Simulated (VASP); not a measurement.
Crystal: YB3N4.

```
B N Y
1.0
     4.80160   -1.35843    0.63533
     4.80160    1.35843    0.63533
    -1.58113    0.00000    5.08661
B N Y
3 4 1
Direct
  0.94953 0.94953 0.16908
  0.26412 0.26412 0.94222
  0.52064 0.52064 0.84322
  0.80041 0.80041 0.10305
  0.10668 0.10668 0.79190
  0.36660 0.36660 0.73162
  0.52184 0.52184 0.16836
  0.72018 0.72018 0.50053
```

Base run:

* Program: VASP 6.6.1
* Functional: PBE
* Potentials or basis: VASP PAW PBE potentials, release 64 (B, N, Y_sv)
* Cutoff: 520 eV
* k mesh: 10 × 10 × 6
* Occupations: fermi-dirac, width 0.02 eV
* Spin: no spin polarisation

Its results: band gap on the k mesh 0.14 eV (least direct gap 0.18 eV); pressure 3.0 GPa; largest force 0.169 eV/Å.

Problem. The run is repeated on the same cell with these changes: functional from PBE to r2SCAN. What comes out?

Solution. Band gap on the k mesh 0.49 eV (least direct gap 0.51 eV); pressure 0.5 GPa; largest force 0.054 eV/Å.

Caveats: the cell stands under pressure (at least some runs); the PAW data sets were made with another functional, which shifts forces and pressure a little (at least some runs).

A k mesh can miss the band edges.
